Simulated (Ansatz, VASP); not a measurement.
# Ru in VASP and in Ansatz

Contents of INCAR:

```
PREC     = Accurate       # precision mode
ENCUT    = 520            # plane-wave cutoff, eV
EDIFF    = 1E-8           # SCF threshold, eV
ISMEAR   = -1             # smearing method
SIGMA    = 0.05           # smearing width, eV
LREAL    = F              # projectors in reciprocal space
LASPH    = T              # aspherical terms in the spheres
NELM     = 150            # most SCF steps
ALGO     = Normal         # electronic algorithm
ISIF     = 2              # what is computed and relaxed
LWAVE    = F              # write WAVECAR
LCHARG   = F              # write CHGCAR
MAGMOM   = 0 0 0 0 0 0    # initial moments
LORBIT   = 11             # projections on sites
LSORBIT  = T              # spin-orbit coupling
GGA_COMPAT= F            
LORBMOM  = T            
LMAXMIX  = 4              # l up to which the mixer works
GGA      = PE             # functional
LEFG     = T            
NBANDS   = 40             # bands
```

The input KPOINTS:

```
Automatic mesh
0
Gamma
  16 16 9
```

The input POSCAR:

```
Ru
1.0
    2.7226196171      0.0000000000      0.0000000000
   -1.3613098085      2.3578577533      0.0000000000
    0.0000000000      0.0000000000      4.2884975680
Ru
2
Direct
    0.3333333333      0.6666666667      0.2500000000
    0.6666666667      0.3333333333      0.7500000000
```

Input for Ansatz:

```yaml
crystal:
  lattice:
    - [2.7226196171, 0.0, 0.0]
    - [-1.3613098085, 2.3578577533, 0.0]
    - [0.0, 0.0, 4.288497568]
  atoms:
    - { symbol: Ru, position: [0.3333333333, 0.6666666667, 0.25] }
    - { symbol: Ru, position: [0.6666666667, 0.3333333333, 0.75] }
kpoints:
  mp_grid: { grid: [16, 16, 9] }
  band_path:
    path:
      - [0.0, 0.0, 0.0]
      - [0.5, 0.0, 0.0]
      - [0.3333333333, 0.3333333333, 0.0]
      - [0.0, 0.0, 0.0]
      - [0.0, 0.0, 0.5]
      - [0.5, 0.0, 0.5]
      - [0.3333333333, 0.3333333333, 0.5]
      - [0.0, 0.0, 0.5]
      - [0.5, 0.0, 0.5]
    npoints: 5
scf:
  occupations: { method: fermi_dirac, width: 0.05 }
hamiltonian:
  xc: pbe
  pseudopotentials: { kind: paw_fr }
output:
  forces: true
  stress: true
  eigenvalues: true
  efg: { contact_densities: true }
magnetization:
  noncollinear: true
  spin_orbit: true
```

Alike in both runs: task electric field gradients; functional PBE; k mesh 16 × 16 × 9; occupations fermi-dirac, width 0.05 eV; non-collinear spin, spin-orbit coupling.

|  | VASP | Ansatz |
| --- | --- | --- |
| version | VASP 6.6.1 | Ansatz 0.2.0 |
| potentials or method | VASP PAW PBE potentials, release 64 (Ru_pv) | PAW with Ansatz's default frozen-core files, fully relativistic files with spin-orbit coupling |
| plane-wave cutoff (eV) | 520 | 420 |
| valence electrons in the cell | 28 | 32 |

|  | VASP | Ansatz | Ansatz less VASP |
| --- | --- | --- | --- |
| pressure (GPa) | 0.1 | 0.1 | -0.01 |
| net moment per atom (μB) | 0.00 | 0.00 | 0.000 |
| size of Vzz on the site where it differs most (V/Å²) | 16.1 | 12.8 | -3.32 |

VASP's potentials hold 28 valence electrons a cell and Ansatz's 32, so a difference there can come from the potentials and not from the codes.
